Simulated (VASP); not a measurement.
Crystal: Zr3S2.

```
CELL_PARAMETERS angstrom
2.90254 1.67578 3.48777
-2.90254 1.67578 3.48777
0.00000 -3.35156 3.48777
ATOMIC_POSITIONS crystal
Zr 0.83873 0.50000 0.16127
Zr 0.50000 0.16127 0.83873
Zr 0.16127 0.83873 0.50000
S 0.66502 0.66502 0.66502
S 0.33498 0.33498 0.33498
```

Base run:

```yaml
Program: VASP 6.6.1
Functional: r2SCAN
Potentials_or_basis: VASP PAW PBE potentials, release 64 (Zr_sv, S)
Cutoff: 520 eV
k_mesh: 6 × 6 × 6
Occupations: fermi-dirac, width 0.05 eV
Spin: no spin polarisation
Hubbard_terms: Zr d U = 2.0 eV
```

Its results: band gap on the k mesh zero (bands 24 and 25 overlap by 0.24 eV); pressure 2.7 GPa; largest force 0.095 eV/Å.

Task: The run is repeated on the same cell with these changes: hubbard terms from Zr d U = 2.0 eV to Zr d U = 1.0 eV; further incar settings from ALGO = Normal; EDIFF = 1e-07; NBANDS = 32 to ALGO = Normal; EDIFF = 1e-06; NBANDS = 32. What comes out?

Result: Band gap on the k mesh zero (bands 24 and 25 overlap by 0.25 eV); pressure 0.9 GPa; largest force 0.073 eV/Å.

Caveats: the PAW data sets were made with another functional, which shifts forces and pressure a little; U without spin polarisation on a metal has little footing.
